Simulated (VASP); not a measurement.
Wanted: the native input for a VASP 6.6.1 run.

| Item | Value |
| --- | --- |
| Task | single point |
| Functional | PBE |
| Potentials or basis | VASP PAW PBE potentials, release 64 (Mg, O) |
| Cutoff | 520 eV |
| k mesh | 9 × 9 × 6 |
| Occupations | gaussian, width 0.05 eV |
| Spin | no spin polarisation |
| Dipole correction | no |
| Further INCAR settings | ALGO = Normal; EDIFF = 1e-06; NBANDS = 16 |

The structure of MgO lies in POSCAR:

```
MgO
1.0
    3.3805000000      0.0000000000      0.0000000000
   -1.6902500000      2.9275988775      0.0000000000
    0.0000000000      0.0000000000      4.3242000000
Mg O
2 2
Direct
    0.6666666667      0.3333333333      0.7500000000
    0.3333333333      0.6666666667      0.2500000000
    0.6666666667      0.3333333333      0.2500000000
    0.3333333333      0.6666666667      0.7500000000
```

The input as run:

INCAR

```
  ALGO = Normal
  EDIFF = 1E-6
  ENCUT = 520
  GGA = PE
  ISIF = 2
  ISMEAR = 0
  LASPH = T
  LCHARG = T
  LELF = T
  LREAL = F
  LVHAR = T
  LWAVE = F
  NBANDS = 16
  NELM = 80
  PREC = Accurate
  SIGMA = 0.05
```

KPOINTS

```
k-points
0
Gamma
  9 9 6
```

Potentials or basis: VASP PAW PBE potentials, release 64 (Mg, O).

Command:

```bash
$ cat potpaw_PBE.64/Mg/POTCAR potpaw_PBE.64/O/POTCAR > POTCAR
$ mpirun -np 1 vasp_std > vasp.out
```

It gave:

```yaml
Pressure: 8.9 GPa
Band_gap_on_the_k_mesh: 3.52 eV, direct
```

Run time: 24 s on 1 thread of Intel(R) Xeon(R) Platinum 8259CL CPU @ 2.50GHz (Skylake/Cascade Lake), on a shared host, peak memory 0.18 GiB.
